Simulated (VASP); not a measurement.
# Rh (Fm-3m) in VASP: a series of runs

The runs below take Rh through single point, with PBE, BLYP+D3(BJ).

Everything below comes from runs of VASP 6.6.1. Logs are shortened: lines on timing, memory, paths and dates and some standing lists are left out, and cuts for length are marked.

## 1. The cell of the first run

The structure is cubic, space group Fm-3m (No. 225). The conventional cell has a = 3.796 Å, b = 3.796 Å, c = 3.796 Å, α = 90.00°, β = 90.00°, γ = 90.00°. Rh (site symmetry m-3m) has 12 Rh at 2.68 Å within 3.5 Å.

## 2. Single point, PBE

Input file INCAR:

```
PREC = Accurate
ENCUT = 520
EDIFF = 1E-7
ISMEAR = -1
SIGMA = 0.04
LREAL = False
LASPH = True
NELM = 80
ALGO = Normal
ISIF = 2
LWAVE = False
LCHARG = False
GGA = PE
NBANDS = 14
```

Input file KPOINTS:

```
regular mesh
0
Gamma
  7 7 7
```

Input file POSCAR:

```
Rh
1.0
    0.0000000000      1.8978500000      1.8978500000
    1.8978500000      0.0000000000      1.8978500000
    1.8978500000      1.8978500000      0.0000000000
Rh
1
Direct
    0.0000000000      0.0000000000      0.0000000000
```

Potentials or basis: VASP PAW PBE potentials, release 64 (Rh_pv).

Command:

```bash
$ cat potpaw_PBE.64/Rh_pv/POTCAR > POTCAR
$ mpirun -np 1 vasp_std > vasp.out
```

OUTCAR:

```text
PREC = Accurate
   ENCUT = 520
   EDIFF = 1E-7
   ISMEAR = -1
   LREAL = False
   LASPH = True
   NELM = 80
   ISIF = 2
   GGA = PE

 ion  position               nearest neighbor table
   1  0.000  0.000  0.000-

  LATTYP: Found a face centered cubic cell.
 ALAT       =     3.7957000000

  Lattice vectors:

 A1 = (   0.0000000000,   1.8978500000,   1.8978500000)
 A2 = (   1.8978500000,   0.0000000000,   1.8978500000)
 A3 = (   1.8978500000,   1.8978500000,   0.0000000000)

Analysis of symmetry for initial positions (statically):
[... 33 lines left out ...]
                                     Primitive cell

  volume of cell :      13.6715

  direct lattice vectors                    reciprocal lattice vectors
     0.000000000  1.897850000  1.897850000    -0.263456016  0.263456016  0.263456016
     1.897850000  0.000000000  1.897850000     0.263456016 -0.263456016  0.263456016
     1.897850000  1.897850000  0.000000000     0.263456016  0.263456016 -0.263456016

  length of vectors
     2.683965209  2.683965209  2.683965209     0.456319205  0.456319205  0.456319205

  position of ions in fractional coordinates (direct lattice)
     0.000000000  0.000000000  0.000000000

  ion indices of the primitive-cell ions
   primitive index   ion index
                 1           1

----------------------------------------------------------------------------------------

 KPOINTS: regular mesh

Automatic generation of k-mesh.
 Grid dimensions read from file:
 generate k-points for:    7    7    7

 Generating k-lattice:

  Cartesian coordinates                     Fractional coordinates (reciprocal lattice)
    -0.037636574  0.037636574  0.037636574     0.142857143  0.000000000  0.000000000
     0.037636574 -0.037636574  0.037636574     0.000000000  0.142857143  0.000000000
     0.037636574  0.037636574 -0.037636574     0.000000000  0.000000000  0.142857143

  Length of vectors
     0.065188458  0.065188458  0.065188458

  Shift w.r.t. Gamma in fractional coordinates (k-lattice)
     0.000000000  0.000000000  0.000000000

 Subroutine IBZKPT returns following result:
 ===========================================

 Found     20 irreducible k-points:

 Following reciprocal coordinates:
            Coordinates               Weight
  0.000000  0.000000  0.000000      1.000000
  0.142857  0.000000  0.000000      8.000000
  0.285714  0.000000  0.000000      8.000000
  0.428571  0.000000  0.000000      8.000000
  0.142857  0.142857  0.000000      6.000000
  0.285714  0.142857  0.000000     24.000000
[... 12 lines left out ...]
 -0.428571  0.428571  0.142857     24.000000
 -0.285714  0.428571  0.142857     24.000000
   k-points           NKPTS =     20   k-points in BZ     NKDIM =     20   number of bands    NBANDS=     14
   number of dos      NEDOS =    301   number of ions     NIONS =      1
   total plane-waves  NPLWV =   8000
   dimension x,y,z NGX =    20 NGY =   20 NGZ =   20
   dimension x,y,z NGXF=    40 NGYF=   40 NGZF=   40
   ions per type =               1
   NGX,Y,Z   is equivalent  to a cutoff of  12.39, 12.39, 12.39 a.u.
   NGXF,Y,Z  is equivalent  to a cutoff of  24.78, 24.78, 24.78 a.u.
 SYSTEM =  unknown system
   PREC   = accura    normal or accurate (medium, high low for compatibility)
   ISTART =      0    job   : 0-new  1-cont  2-samecut
   ICHARG =      2    charge: 1-file 2-atom 10-const
   ISPIN  =      1    spin polarized calculation?
   LNONCOLLINEAR =      F non collinear calculations
   LSORBIT =      F    spin-orbit coupling
   LASPH  =      T    aspherical Exc in radial PAW
   ENCUT  =  520.0 eV  38.22 Ry    6.18 a.u.   4.99  4.99  4.99*2*pi/ulx,y,z
   NELM   =     80;   NELMIN=  2; NELMDL= -5     # of ELM steps
   EDIFF  = 0.1E-06   stopping-criterion for ELM
   LREAL  =      F    real-space projection
   EDIFFG = 0.1E-05   stopping-criterion for IOM
   NSW    =      0    number of steps for IOM
   IBRION =     -1    ionic relax: 0-MD 1-quasi-New 2-CG
   NFREE  =      0    steps in history (QN), initial steepest desc. (CG)
   ISIF   =      2    stress and relaxation
   ISYM   =      2    0-nonsym 1-usesym 2-fastsym
   POTIM  = 0.5000    time-step for ionic-motion
   TEBEG  =    0.0;   TEEND  =   0.0 temperature during run
   PSTRESS=    0.0 pullay stress
   NELECT =      15.0000    total number of electrons
   NUPDOWN=      -1.0000    fix difference up-down
   EMIN   =  10.00;   EMAX   =-10.00  energy-range for DOS
   EFERMI =   0.00;   METHOD = LEGACY
   ISMEAR =    -1;   SIGMA  =   0.04  broadening in eV -4-tet -1-fermi 0-gaus
   EFERMI_NEDOS =   21; number of points for ismear=-14 and -15
   IALGO  =     38    algorithm
   IMIX   =      4    mixing-type and parameters
     AMIX     =   0.40;   BMIX     =  1.00
     AMIX_MAG =   1.60;   BMIX_MAG =  1.00
  volume/ion in A,a.u.               =      13.67        92.26
  Fermi-wavevector in a.u.,A,eV,Ry     =   1.688496  3.190795 38.790465  2.851019
  Thomas-Fermi vector in A             =   2.770792
   LORBIT       =      0    0 simple, 1 ext, 2 COOP (PROOUT), +10 PAW based schemes
   GGA     = PE    functional components
   LHFCALC =     F    Hartree Fock is set to
   AEXX    =    0.0000 exact exchange contribution
   IVDW    =     0    specifies the selected vdW correction
   LEPSILON=     F    determine dielectric tensor
   LRPA    =     F    only Hartree local field effects (RPA)
 non-spin polarized calculation
  energy-cutoff  :      520.00
  volume of cell :       13.67
 maximum number of plane-waves:       378
   NGX =  9   NGY =  9   NGZ =  9

 number of electron      15.0000007 magnetization

 Free energy of the ion-electron system (eV)
  ---------------------------------------------------
  ext. energy  EPLUGINS =         0.00000000
  ---------------------------------------------------
  free energy    TOTEN  =        -7.31389436 eV

  energy without entropy =       -7.30943765  energy(sigma->0) =       -7.31166601

 E-fermi :  12.0404     XC(G=0): -14.0716

 val. band max:       12.0344014214   @ k =  -0.4286   0.4286   0.0000
 cond. band min:      12.1893024160   @ k =  -0.4286   0.2857   0.1429
 fundamental gap:      0.1549009947
 Fermi energy:        12.0403553108

 k-point     1 :       0.0000    0.0000    0.0000
  band No.  band energies     occupation
      1     -34.4120      2.00000
      2     -34.4120      2.00000
      3     -34.4120      2.00000
      4       4.0067      2.00000
      5       8.8817      2.00000
      6       8.8817      2.00000
      7       8.8817      2.00000
      8      10.9914      2.00000
      9      10.9914      2.00000
     10      27.9932      0.00000
     11      32.4668      0.00000
     12      33.4993      0.00000
     13      33.4993      0.00000
     14      33.4993      0.00000

 k-point     2 :       0.1429    0.0000    0.0000
  band No.  band energies     occupation
      1     -34.5565      2.00000
      2     -34.4316      2.00000
      3     -34.4316      2.00000
      4       4.7814      2.00000
      5       8.5999      2.00000
      6       9.1466      2.00000
      7       9.1466      2.00000
      8      10.8811      2.00000
      9      10.8811      2.00000
     10      29.0087      0.00000
     11      30.4209      0.00000
     12      32.4673      0.00000
     13      34.6579      0.00000
     14      34.6579      0.00000

 k-point     3 :       0.2857    0.0000    0.0000
  band No.  band energies     occupation
      1     -34.8738      2.00000
      2     -34.4752      2.00000
      3     -34.4752      2.00000
      4       5.9571      2.00000
      5       9.1735      2.00000
      6       9.1853      2.00000
      7       9.1853      2.00000
      8      11.3865      2.00000
      9      11.3865      2.00000
     10      26.0312      0.00000
     11      29.3039      0.00000
     12      32.4672      0.00000
     13      36.6185      0.00000
     14      36.6185      0.00000

 k-point     4 :       0.4286    0.0000    0.0000
  band No.  band energies     occupation
      1     -35.1214      2.00000
      2     -34.5100      2.00000
      3     -34.5100      2.00000
      4       5.8776      2.00000
      5       8.8626      2.00000
      6       8.8626      2.00000
      7      11.9949      1.51439
      8      12.3846      0.00037
      9      12.3846      0.00037
     10      21.6338      0.00000
     11      27.7484      0.00000
     12      32.4673      0.00000
     13      33.8207      0.00000
     14      33.8207      0.00000

 k-point     5 :       0.1429    0.1429    0.0000
  band No.  band energies     occupation
      1     -34.5520      2.00000
      2     -34.4641      2.00000
      3     -34.4641      2.00000
      4       5.0430      2.00000
      5       8.2188      2.00000
      6       9.4389      2.00000
      7       9.4389      2.00000
      8      10.3210      2.00000
      9      11.2568      2.00000
     10      29.5091      0.00000
     11      31.5344      0.00000
[... 208 lines left out ...]
 k-point    18 :      -0.4286    0.2857    0.1429
  band No.  band energies     occupation
      1     -35.0148      2.00000
      2     -34.7423      2.00000
      3     -34.5872      2.00000
      4       7.1844      2.00000
      5       7.7327      2.00000
      6       8.7580      2.00000
      7      10.3925      2.00000
      8      12.1893      0.04715
      9      16.9140      0.00000
     10      22.0619      0.00000
     11      27.2486      0.00000
     12      28.6438      0.00000
     13      32.4684      0.00000
     14      34.2203      0.00000

 k-point    19 :      -0.4286    0.4286    0.1429
  band No.  band energies     occupation
      1     -35.0233      2.00000
      2     -34.7528      2.00000
      3     -34.6677      2.00000
      4       6.4924      2.00000
      5       6.8046      2.00000
      6       9.8800      2.00000
      7      11.6337      1.99992
      8      12.6533      0.00000
      9      17.3614      0.00000
     10      24.4488      0.00000
     11      24.6660      0.00000
     12      25.8694      0.00000
     13      32.4671      0.00000
     14      35.8618      0.00000

 k-point    20 :      -0.2857    0.4286    0.1429
  band No.  band energies     occupation
      1     -34.9316      2.00000
      2     -34.8865      2.00000
      3     -34.6556      2.00000
      4       6.9468      2.00000
      5       7.6627      2.00000
      6       8.7641      2.00000
      7      10.8510      2.00000
      8      12.6438      0.00000
      9      20.4652      0.00000
     10      21.2373      0.00000
     11      23.9505      0.00000
     12      26.6034      0.00000
     13      32.4680      0.00000
     14      35.6926      0.00000

------------------------ aborting loop because EDIFF is reached ----------------------------------------

  FORCE on cell =-STRESS in cart. coord.  units (eV):
  Direction    XX          YY          ZZ          XY          YZ          ZX
  --------------------------------------------------------------------------------------
  -------------------------------------------------------------------------------------
  Total        0.5247141      0.5247141      0.5247141      0.0000000      0.0000000      0.0000000
  in kB       61.4918713     61.4918713     61.4918713      0.0000000      0.0000000      0.0000000
  external PRESSURE =      61.4918713 kB  Pullay stress =       0.0000000 kB

 VOLUME and BASIS-vectors are now :
 -----------------------------------------------------------------------------
  energy-cutoff  :      520.00
  volume of cell :       13.67
      direct lattice vectors                 reciprocal lattice vectors
     0.000000000  1.897850000  1.897850000    -0.263456016  0.263456016  0.263456016
     1.897850000  0.000000000  1.897850000     0.263456016 -0.263456016  0.263456016
     1.897850000  1.897850000  0.000000000     0.263456016  0.263456016 -0.263456016

 POSITION                                       TOTAL-FORCE (eV/Angst)
 -----------------------------------------------------------------------------------
      0.00000      0.00000      0.00000         0.000000      0.000000      0.000000
 -----------------------------------------------------------------------------------
    total drift:                                0.000000     -0.000000      0.000000

  FREE ENERGIE OF THE ION-ELECTRON SYSTEM (eV)
  ---------------------------------------------------
  free  energy   TOTEN  =        -7.3138943631 eV

  energy  without entropy=       -7.3094376534  energy(sigma->0) =       -7.31166601
```

Wall time 3.2 s (1 thread of Intel Xeon 6975P-C (Granite Rapids), shared host); peak memory 0.12 GiB.

Results:

* Free energy: -7.3139 eV
* Pressure: 6.1 GPa

Caveat: the k points lie up to 0.41 Å⁻¹ apart.

(Part 1 of 2 ends here.)
